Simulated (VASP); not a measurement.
# PbS (Cmcm) in VASP: further runs

Runs on PbS. Level: r2SCAN. Tasks: single point.

Program: VASP 6.6.1. These are calculated values, not measurements. Logs are shortened: lines on timing, memory, paths and dates and some standing lists are left out, and cuts for length are marked.

## Step 1: The cell of the first run

It takes space group Cmcm (No. 63, orthorhombic). Conventional cell: a = 4.046 Å, b = 11.654 Å, c = 4.162 Å, α = 90.00°, β = 90.00°, γ = 90.00°. Pb (site symmetry m2m) has 5 S at 2.61 to 2.91 Å within 3.4 Å. Within 3.4 Å of S (site symmetry m2m) lie 5 Pb at 2.61 to 2.91 Å.

## Step 2: Single point, r2SCAN

Input file POSCAR:

```
PbS
1.0
    2.0229390469     -5.8270685168      0.0000000000
    2.0229390469      5.8270685168      0.0000000000
    0.0000000000      0.0000000000      4.1620197884
Pb S
2 2
Direct
    0.8694370000      0.1305630000      0.7500000000
    0.1305630000      0.8694370000      0.2500000000
    0.6452030000      0.3547970000      0.7500000000
    0.3547970000      0.6452030000      0.2500000000
```

Input file INCAR.step1:

```
SYSTEM = PbS
PREC = Accurate
ENCUT = 520
ISMEAR = 0
SIGMA = 0.01
LREAL = .FALSE.
LASPH = .TRUE.
NELM = 100
NBANDS = 28
GGA = PE
ALGO = Normal
EDIFF = 1E-4
LWAVE = .TRUE.
LCHARG = .FALSE.
```

Input file INCAR.step2:

```
SYSTEM = PbS
PREC = Accurate
ENCUT = 520
EDIFF = 1E-6
ISMEAR = 0
SIGMA = 0.01
LREAL = .FALSE.
LASPH = .TRUE.
NELM = 100
ALGO = Normal
ISIF = 2
LWAVE = .FALSE.
LCHARG = .FALSE.
METAGGA = R2SCAN
LMIXTAU = .TRUE.
NBANDS = 28
ISTART = 1
```

Input file KPOINTS:

```
regular mesh
0
G
  6 6 6
  0 0 0
```

Potentials or basis: VASP PAW PBE potentials, release 64 (Pb_d, S).

Command:

```console
cat potpaw_PBE.64/Pb_d/POTCAR potpaw_PBE.64/S/POTCAR > POTCAR
cp INCAR.step1 INCAR
mpirun -np 1 vasp_std > vasp.out
cp INCAR.step2 INCAR
mpirun -np 1 vasp_std > vasp.out
```

OUTCAR:

```text
SYSTEM = PbS
   PREC = Accurate
   ENCUT = 520
   EDIFF = 1E-6
   ISMEAR = 0
   LREAL = .FALSE.
   LASPH = .TRUE.
   NELM = 100
   ISIF = 2
   METAGGA = R2SCAN
   ISTART = 1

 ion  position               nearest neighbor table
   1  0.869  0.131  0.750-   3 2.61   4 2.91   4 2.91   4 2.91   4 2.91   2 3.69   2 3.69   2 4.02
                             2 4.02   2 4.02   2 4.02
   2  0.131  0.869  0.250-   4 2.61   3 2.91   3 2.91   3 2.91   3 2.91   1 3.69   1 3.69   1 4.02
                             1 4.02   1 4.02   1 4.02
   3  0.645  0.355  0.750-   1 2.61   2 2.91   2 2.91   2 2.91   2 2.91
   4  0.355  0.645  0.250-   2 2.61   1 2.91   1 2.91   1 2.91   1 2.91

  LATTYP: Found a base centered orthorhombic cell.
 ALAT       =     4.0458780938
 B/A-ratio  =     2.8804963381
 C/A-ratio  =     1.0287061775

  Lattice vectors:

 A1 = (   2.0229390469,  -5.8270685168,   0.0000000000)
 A2 = (   2.0229390469,   5.8270685168,   0.0000000000)
 A3 = (   0.0000000000,   0.0000000000,   4.1620197884)

Analysis of symmetry for initial positions (statically):
=====================================================================
 Subroutine PRICEL returns:
 Original cell was already a primitive cell.

 Routine SETGRP: Setting up the symmetry group for a
 base centered orthorhombic supercell.

 Subroutine GETGRP returns: Found  8 space group operations
 (whereof  4 operations were pure point group operations)
 out of a pool of  8 trial point group operations.

The static configuration has the point symmetry C_2h.
 The point group associated with its full space group is D_2h.

Analysis of symmetry for dynamics (positions and initial velocities):
=====================================================================
 Subroutine PRICEL returns:
 Original cell was already a primitive cell.

 Routine SETGRP: Setting up the symmetry group for a
 base centered orthorhombic supercell.

 Subroutine GETGRP returns: Found  8 space group operations
 (whereof  4 operations were pure point group operations)
 out of a pool of  8 trial point group operations.

The dynamic configuration has the point symmetry C_2h.
 The point group associated with its full space group is D_2h.

 Subroutine INISYM returns: Found  8 space group operations
 (whereof  4 operations are pure point group operations),
 and found     1 'primitive' translations

----------------------------------------------------------------------------------------

                                     Primitive cell

[... 89 lines left out ...]
   LNONCOLLINEAR =      F non collinear calculations
   LSORBIT =      F    spin-orbit coupling
   LASPH  =      T    aspherical Exc in radial PAW
   ENCUT  =  520.0 eV  38.22 Ry    6.18 a.u.  11.47 11.47  7.74*2*pi/ulx,y,z
   NELM   =    100;   NELMIN=  2; NELMDL=  0     # of ELM steps
   EDIFF  = 0.1E-05   stopping-criterion for ELM
   LREAL  =      F    real-space projection
   EDIFFG = 0.1E-04   stopping-criterion for IOM
   NSW    =      0    number of steps for IOM
   IBRION =     -1    ionic relax: 0-MD 1-quasi-New 2-CG
   NFREE  =      0    steps in history (QN), initial steepest desc. (CG)
   ISIF   =      2    stress and relaxation
   ISYM   =      2    0-nonsym 1-usesym 2-fastsym
   POTIM  = 0.5000    time-step for ionic-motion
   TEBEG  =    0.0;   TEEND  =   0.0 temperature during run
   PSTRESS=    0.0 pullay stress
   NELECT =      40.0000    total number of electrons
   NUPDOWN=      -1.0000    fix difference up-down
   EMIN   =  10.00;   EMAX   =-10.00  energy-range for DOS
   EFERMI =   0.00;   METHOD = LEGACY
   ISMEAR =     0;   SIGMA  =   0.01  broadening in eV -4-tet -1-fermi 0-gaus
   EFERMI_NEDOS =   21; number of points for ismear=-14 and -15
   IALGO  =     38    algorithm
   IMIX   =      4    mixing-type and parameters
     AMIX     =   0.40;   BMIX     =  1.00
     AMIX_MAG =   1.60;   BMIX_MAG =  1.00
  volume/ion in A,a.u.               =      24.53       165.54
  Fermi-wavevector in a.u.,A,eV,Ry     =   1.213871  2.293883 20.047945  1.473482
  Thomas-Fermi vector in A             =   2.349309
   LORBIT       =      0    0 simple, 1 ext, 2 COOP (PROOUT), +10 PAW based schemes
   METAGGA = R2SCAN    functional components
   LHFCALC =     F    Hartree Fock is set to
   AEXX    =    0.0000 exact exchange contribution
   IVDW    =     0    specifies the selected vdW correction
   LEPSILON=     F    determine dielectric tensor
   LRPA    =     F    only Hartree local field effects (RPA)
 non-spin polarized calculation
 Gauss-broadening in eV      SIGMA  =   0.01
  energy-cutoff  :      520.00
  volume of cell :       98.12
 maximum number of plane-waves:      2662
 NGX is ok and might be reduce to    48
   NGX = 23   NGY = 23   NGZ = 15

 number of electron      39.9999997 magnetization

 Free energy of the ion-electron system (eV)
  ---------------------------------------------------
  ext. energy  EPLUGINS =         0.00000000
  ---------------------------------------------------
  free energy    TOTEN  =      -130.99517574 eV

  energy without entropy =     -130.99517574  energy(sigma->0) =     -130.99517574

 E-fermi :   5.9283     XC(G=0): -10.5539

 val. band max:        5.8135792777   @ k =   0.5000   0.5000   0.3333
 cond. band min:       7.0816708150   @ k =   0.5000   0.5000   0.0000
 fundamental gap:      1.2680915373
 Fermi energy:         5.9283090020

 k-point     1 :       0.0000    0.0000    0.0000
  band No.  band energies     occupation
      1     -11.3751      2.00000
      2     -11.1898      2.00000
      3     -11.1738      2.00000
      4     -11.1674      2.00000
      5     -11.1297      2.00000
      6     -11.1246      2.00000
[... 733 lines left out ...]
     27      13.5848      0.00000
     28      14.2489      0.00000

 [... further k-points ...]
[... 5 lines left out ...]
  --------------------------------------------------------------------------------------
  -------------------------------------------------------------------------------------
  Total        3.5104491      3.2723460      3.4383159      0.0000000      0.0000000      0.0000000
  in kB       57.3200029     53.4321611     56.1421841      0.0000000      0.0000000      0.0000000
  external PRESSURE =      55.6314493 kB  Pullay stress =       0.0000000 kB

 VOLUME and BASIS-vectors are now :
 -----------------------------------------------------------------------------
  energy-cutoff  :      520.00
  volume of cell :       98.12
      direct lattice vectors                 reciprocal lattice vectors
     2.022939047 -5.827068517  0.000000000     0.247165134 -0.085806439  0.000000000
     2.022939047  5.827068517  0.000000000     0.247165134  0.085806439  0.000000000
     0.000000000  0.000000000  4.162019788     0.000000000  0.000000000  0.240267959

 POSITION                                       TOTAL-FORCE (eV/Angst)
 -----------------------------------------------------------------------------------
      2.02294     -4.30547      3.12151         0.000000     -0.571902     -0.000000
      2.02294      4.30547      1.04050         0.000000      0.571902     -0.000000
      2.02294     -1.69222      3.12151         0.000000      0.329949      0.000000
      2.02294      1.69222      1.04050         0.000000     -0.329949      0.000000
 -----------------------------------------------------------------------------------
    total drift:                               -0.000000     -0.000000      0.000000

  FREE ENERGIE OF THE ION-ELECTRON SYSTEM (eV)
  ---------------------------------------------------
  free  energy   TOTEN  =      -130.9951757407 eV

  energy  without entropy=     -130.9951757407  energy(sigma->0) =     -130.99517574
```

OUTCAR.step1:

```text
SYSTEM = PbS
   PREC = Accurate
   ENCUT = 520
   ISMEAR = 0
   LREAL = .FALSE.
   LASPH = .TRUE.
   NELM = 100
[... 978 lines left out ...]
      2.02294      4.30547      1.04050         0.000000      0.632588      0.000000
      2.02294     -1.69222      3.12151         0.000000      0.468388      0.000000
      2.02294      1.69222      1.04050         0.000000     -0.468388     -0.000000
 -----------------------------------------------------------------------------------
    total drift:                               -0.000000     -0.000000      0.000000

  FREE ENERGIE OF THE ION-ELECTRON SYSTEM (eV)
  ---------------------------------------------------
  free  energy   TOTEN  =       -17.1846762799 eV

  energy  without entropy=      -17.1846762799  energy(sigma->0) =      -17.18467628
```

It took 16 min on 1 thread of Intel Xeon 8259CL, shared host; peak memory 0.36 GiB.

Results:

```
Free energy            : -130.9952 eV
Pressure               : 5.6 GPa
Largest force          : 0.572 eV/Å
Band gap on the k mesh : 1.27 eV (least direct gap 1.66 eV)
```

Forces on the atoms (eV/Å):
```
Pb   0.000 -0.572  0.000
Pb   0.000  0.572  0.000
S    0.000  0.330  0.000
S    0.000 -0.330  0.000
```

Stress tensor (GPa, compression positive):
```
5.73 0.00 0.00
0.00 5.34 0.00
0.00 0.00 5.61
```

Levels at points of the mesh, in eV from the valence-band top:
| k point | band 18 | band 19 | band 20 | band 21 | band 22 | band 23 |
| --- | --- | --- | --- | --- | --- | --- |
| (0.00, 0.00, 0.00) | -2.14 | -1.95 | -0.72 | 4.84 | 5.25 | 5.40 |
| (0.50, 0.00, 0.00) | -1.58 | -0.48 | -0.35 | 2.04 | 2.09 | 2.38 |
| (0.50, 0.50, 0.00) | -2.27 | -1.77 | -0.66 | 1.27 | 4.91 | 4.95 |
| (0.00, 0.00, 0.50) | -1.52 | -0.13 | -0.13 | 2.05 | 2.05 | 2.97 |
| (0.50, 0.00, 0.50) | -3.76 | -1.82 | -1.82 | 3.74 | 3.74 | 5.89 |
| (0.50, 0.50, 0.50) | -1.61 | -0.53 | -0.53 | 2.16 | 2.16 | 3.46 |

Caveat: the cell stands under pressure; the PAW data sets were made with another functional, which shifts forces and pressure a little; spin-orbit coupling is left out, which moves the levels of the heavy elements. A k mesh can miss the band edges.

## Step 3: Single point, r2SCAN

This run uses another cell than the first one, of 25.24 Å³/atom.

Input file POSCAR:

```
PbS
1.0
    2.0422984916     -5.8828333263      0.0000000000
    2.0422984916      5.8828333263      0.0000000000
    0.0000000000      0.0000000000      4.2018501491
Pb S
2 2
Direct
    0.8694370000      0.1305630000      0.7500000000
    0.1305630000      0.8694370000      0.2500000000
    0.6452030000      0.3547970000      0.7500000000
    0.3547970000      0.6452030000      0.2500000000
```

Input file INCAR.step1:

```
SYSTEM = PbS
PREC = Accurate
ENCUT = 520
ISMEAR = 0
SIGMA = 0.01
LREAL = .False.
LASPH = .True.
NELM = 80
NBANDS = 28
GGA = PE
ALGO = Normal
EDIFF = 1E-4
LWAVE = .True.
LCHARG = .False.
```

Input file INCAR.step2:

```
SYSTEM = PbS
PREC = Accurate
ENCUT = 520
EDIFF = 1E-6
ISMEAR = 0
SIGMA = 0.01
LREAL = .False.
LASPH = .True.
NELM = 80
ALGO = Normal
ISIF = 2
LWAVE = .False.
LCHARG = .True.
METAGGA = R2SCAN
LMIXTAU = .True.
LELF = .True.
LVHAR = .True.
NBANDS = 28
ISTART = 1
```

Input file KPOINTS:

```
regular mesh
0
Gamma
  6 6 6
  0 0 0
```

Potentials or basis: VASP PAW PBE potentials, release 64 (Pb_d, S).

Command:

```console
cat potpaw_PBE.64/Pb_d/POTCAR potpaw_PBE.64/S/POTCAR > POTCAR
cp INCAR.step1 INCAR
mpirun -np 1 vasp_std > vasp.out
cp INCAR.step2 INCAR
mpirun -np 1 vasp_std > vasp.out
```

OUTCAR:

```text
SYSTEM = PbS
   PREC = Accurate
   ENCUT = 520
   EDIFF = 1E-6
   ISMEAR = 0
   LREAL = .False.
   LASPH = .True.
   NELM = 80
   ISIF = 2
   METAGGA = R2SCAN
   ISTART = 1

 ion  position               nearest neighbor table
   1  0.869  0.131  0.750-   3 2.64   4 2.94   4 2.94   4 2.94   4 2.94   2 3.72   2 3.72   2 4.06
                             2 4.06   2 4.06   2 4.06
   2  0.131  0.869  0.250-   4 2.64   3 2.94   3 2.94   3 2.94   3 2.94   1 3.72   1 3.72   1 4.06
                             1 4.06   1 4.06   1 4.06
   3  0.645  0.355  0.750-   1 2.64   2 2.94   2 2.94   2 2.94   2 2.94
   4  0.355  0.645  0.250-   2 2.64   1 2.94   1 2.94   1 2.94   1 2.94

  LATTYP: Found a base centered orthorhombic cell.
 ALAT       =     4.0845969832
 B/A-ratio  =     2.8804963381
 C/A-ratio  =     1.0287061775

  Lattice vectors:

 A1 = (   2.0422984916,  -5.8828333263,   0.0000000000)
 A2 = (   2.0422984916,   5.8828333263,   0.0000000000)
 A3 = (   0.0000000000,   0.0000000000,   4.2018501491)

Analysis of symmetry for initial positions (statically):
=====================================================================
 Subroutine PRICEL returns:
 Original cell was already a primitive cell.

 Routine SETGRP: Setting up the symmetry group for a
 base centered orthorhombic supercell.

 Subroutine GETGRP returns: Found  8 space group operations
 (whereof  4 operations were pure point group operations)
 out of a pool of  8 trial point group operations.

The static configuration has the point symmetry C_2h.
 The point group associated with its full space group is D_2h.

Analysis of symmetry for dynamics (positions and initial velocities):
=====================================================================
 Subroutine PRICEL returns:
 Original cell was already a primitive cell.

 Routine SETGRP: Setting up the symmetry group for a
 base centered orthorhombic supercell.

 Subroutine GETGRP returns: Found  8 space group operations
[... 121 lines left out ...]
   EMIN   =  10.00;   EMAX   =-10.00  energy-range for DOS
   EFERMI =   0.00;   METHOD = LEGACY
   ISMEAR =     0;   SIGMA  =   0.01  broadening in eV -4-tet -1-fermi 0-gaus
   EFERMI_NEDOS =   21; number of points for ismear=-14 and -15
   IALGO  =     38    algorithm
   IMIX   =      4    mixing-type and parameters
     AMIX     =   0.40;   BMIX     =  1.00
     AMIX_MAG =   1.60;   BMIX_MAG =  1.00
  volume/ion in A,a.u.               =      25.24       170.34
  Fermi-wavevector in a.u.,A,eV,Ry     =   1.202364  2.272139 19.669668  1.445680
  Thomas-Fermi vector in A             =   2.338148
   LORBIT       =      0    0 simple, 1 ext, 2 COOP (PROOUT), +10 PAW based schemes
   METAGGA = R2SCAN    functional components
   LHFCALC =     F    Hartree Fock is set to
   AEXX    =    0.0000 exact exchange contribution
   IVDW    =     0    specifies the selected vdW correction
   LEPSILON=     F    determine dielectric tensor
   LRPA    =     F    only Hartree local field effects (RPA)
 non-spin polarized calculation
 Gauss-broadening in eV      SIGMA  =   0.01
  energy-cutoff  :      520.00
  volume of cell :      100.97
 maximum number of plane-waves:      2752
 NGX is ok and might be reduce to    48
   NGX = 23   NGY = 23   NGZ = 15

 number of electron      39.9999998 magnetization

 Free energy of the ion-electron system (eV)
  ---------------------------------------------------
  ext. energy  EPLUGINS =         0.00000000
  ---------------------------------------------------
  free energy    TOTEN  =      -131.07570629 eV

  energy without entropy =     -131.07570629  energy(sigma->0) =     -131.07570629

 E-fermi :   5.5407     XC(G=0): -10.4055

 val. band max:        5.4171756095   @ k =   0.5000   0.5000   0.3333
 cond. band min:       6.7651209606   @ k =   0.5000   0.5000   0.0000
 fundamental gap:      1.3479453511
 Fermi energy:         5.5407460467

 k-point     1 :       0.0000    0.0000    0.0000
  band No.  band energies     occupation
      1     -11.6709      2.00000
      2     -11.5150      2.00000
      3     -11.5025      2.00000
      4     -11.4950      2.00000
      5     -11.4602      2.00000
      6     -11.4560      2.00000
[... 733 lines left out ...]
     27      13.1926      0.00000
     28      13.8057      0.00000

 [... further k-points ...]
[... 5 lines left out ...]
  --------------------------------------------------------------------------------------
  -------------------------------------------------------------------------------------
  Total        2.2354681      2.0540263      2.1728543      0.0000000      0.0000000      0.0000000
  in kB       35.4733936     32.5941951     34.4798104      0.0000000      0.0000000      0.0000000
  external PRESSURE =      34.1824663 kB  Pullay stress =       0.0000000 kB

 VOLUME and BASIS-vectors are now :
 -----------------------------------------------------------------------------
  energy-cutoff  :      520.00
  volume of cell :      100.97
      direct lattice vectors                 reciprocal lattice vectors
     2.042298492 -5.882833326  0.000000000     0.244822195 -0.084993059  0.000000000
     2.042298492  5.882833326  0.000000000     0.244822195  0.084993059  0.000000000
     0.000000000  0.000000000  4.201850149     0.000000000  0.000000000  0.237990401

 POSITION                                       TOTAL-FORCE (eV/Angst)
 -----------------------------------------------------------------------------------
      2.04230     -4.34667      3.15139         0.000000     -0.360826     -0.000000
      2.04230      4.34667      1.05046         0.000000      0.360826     -0.000000
      2.04230     -1.70841      3.15139         0.000000      0.198844     -0.000000
      2.04230      1.70841      1.05046         0.000000     -0.198844      0.000000
 -----------------------------------------------------------------------------------
    total drift:                                0.000000     -0.000000      0.000000

  FREE ENERGIE OF THE ION-ELECTRON SYSTEM (eV)
  ---------------------------------------------------
  free  energy   TOTEN  =      -131.0757062926 eV

  energy  without entropy=     -131.0757062926  energy(sigma->0) =     -131.07570629
```

OUTCAR.step1:

```text
SYSTEM = PbS
   PREC = Accurate
   ENCUT = 520
   ISMEAR = 0
   LREAL = .False.
   LASPH = .True.
   NELM = 80
[... 978 lines left out ...]
      2.04230      4.34667      1.05046         0.000000      0.425151      0.000000
      2.04230     -1.70841      3.15139         0.000000      0.334936      0.000000
      2.04230      1.70841      1.05046         0.000000     -0.334936      0.000000
 -----------------------------------------------------------------------------------
    total drift:                                0.000000     -0.000000      0.000000

  FREE ENERGIE OF THE ION-ELECTRON SYSTEM (eV)
  ---------------------------------------------------
  free  energy   TOTEN  =       -17.2821651720 eV

  energy  without entropy=      -17.2821651720  energy(sigma->0) =      -17.28216517
```

Run time: 15 min. Hardware: 1 thread of Intel Xeon 8259CL, shared host; peak memory 0.36 GiB.

What came out:

| Quantity | Value |
| --- | --- |
| Free energy | -131.0757 eV |
| Pressure | 3.4 GPa |
| Largest force | 0.361 eV/Å |
| Band gap on the k mesh | 1.35 eV (least direct gap 1.70 eV) |

Forces in eV/Å, atoms in the order of the input:
```
Pb   0.000 -0.361  0.000
Pb   0.000  0.361  0.000
S    0.000  0.199  0.000
S    0.000 -0.199  0.000
```

Stress tensor (GPa, compression positive):
```
3.55 0.00 0.00
0.00 3.26 0.00
0.00 0.00 3.45
```

Levels at points of the mesh, in eV from the valence-band top:
```tsv
k point	band 18	band 19	band 20	band 21	band 22	band 23
(0.00, 0.00, 0.00)	-1.98	-1.80	-0.63	4.96	5.21	5.37
(0.50, 0.00, 0.00)	-1.45	-0.41	-0.34	2.11	2.12	2.45
(0.50, 0.50, 0.00)	-2.17	-1.62	-0.58	1.35	4.93	5.04
(0.00, 0.00, 0.50)	-1.39	-0.11	-0.11	2.11	2.11	3.03
(0.50, 0.00, 0.50)	-3.54	-1.70	-1.70	3.77	3.77	5.84
(0.50, 0.50, 0.50)	-1.49	-0.47	-0.47	2.13	2.13	3.50
```

Caveat: the cell stands under pressure; the PAW data sets were made with another functional, which shifts forces and pressure a little; spin-orbit coupling is left out, which moves the levels of the heavy elements.

[end of part 1 of 2]
